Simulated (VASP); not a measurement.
Input of a VASP 6.6.1 run:

Contents of INCAR:

```
SYSTEM = Au
ALGO = Normal
EDIFF = 1E-6
ENCUT = 520
GGA = PE
ISIF = 2
ISMEAR = -1
LASPH = .TRUE.
LCHARG = .TRUE.
LELF = .TRUE.
LREAL = Auto
LVHAR = .TRUE.
LWAVE = .FALSE.
NBANDS = 102
NELM = 80
PREC = Accurate
SIGMA = 0.05
```

KPOINTS

```
k-points
0
G
  2 2 1
  0 0 0
```

POSCAR

```
Au
1.0
    8.1600000000      0.0000000000      0.0000000000
    0.0000000000      5.7699910000      0.0000000000
    0.0000000000      0.0000000000     17.3274940000
Au
16
Direct
    0.2500000000      0.2500003899      0.0577117499
    0.7500000000      0.2500003899      0.0577117499
    0.2500000000      0.7500011698      0.0577117499
    0.7500000000      0.7500011698      0.0577117499
   -0.0015686275      0.0093414357      0.1250036503
    0.5134436275      0.0038474930      0.1426288187
   -0.0074877451      0.5175051400      0.1339951409
    0.5149754902      0.4899661022      0.1385947674
    0.2620220588      0.2825134389      0.2366124034
    0.7730759804      0.3222535356      0.2422508414
    0.2431985294      0.7887880588      0.2525004481
    0.7860539216      0.8054085353      0.2394749062
   -0.0545833333      0.0698267987      0.3500102208
    0.5590686275      0.0445581284      0.3227241054
   -0.0024019608      0.5693596402      0.3417458982
    0.5280882353      0.5090995809      0.3231050030
```

Potentials or basis: VASP PAW PBE potentials, release 64 (Au).

Run with:

```sh
$ cat potpaw_PBE.64/Au/POTCAR > POTCAR
$ mpirun -np 1 vasp_std > vasp.out
```

**Question.** Estimate the largest force.

**Answer.** 1.376 eV/Å.

**Question.** What does it give for the band gap on the k mesh?

**Answer.** Zero (bands 88 and 89 overlap by 0.24 eV).

Forces in eV/Å, atoms in the order of the input:
```
Au   0.450  0.183  0.094
Au  -0.180  0.012 -0.247
Au   0.518 -0.088  0.211
Au  -0.429  0.151 -0.131
Au   0.433  0.060  0.623
Au  -0.575 -0.433  0.147
Au   0.722 -0.329  0.457
Au  -0.646  0.443  0.069
Au  -0.133  0.022  0.285
Au   0.570 -0.258 -0.662
Au   0.305  0.052 -0.029
Au  -0.066 -0.043 -0.407
Au   0.428 -0.012 -0.100
Au  -0.691 -0.707  0.015
Au   0.145 -0.129 -0.229
Au  -0.850  1.078 -0.096
```

Caveat: the k points lie up to 0.54 Å⁻¹ apart; spin-orbit coupling is left out, which moves the levels of the heavy elements.
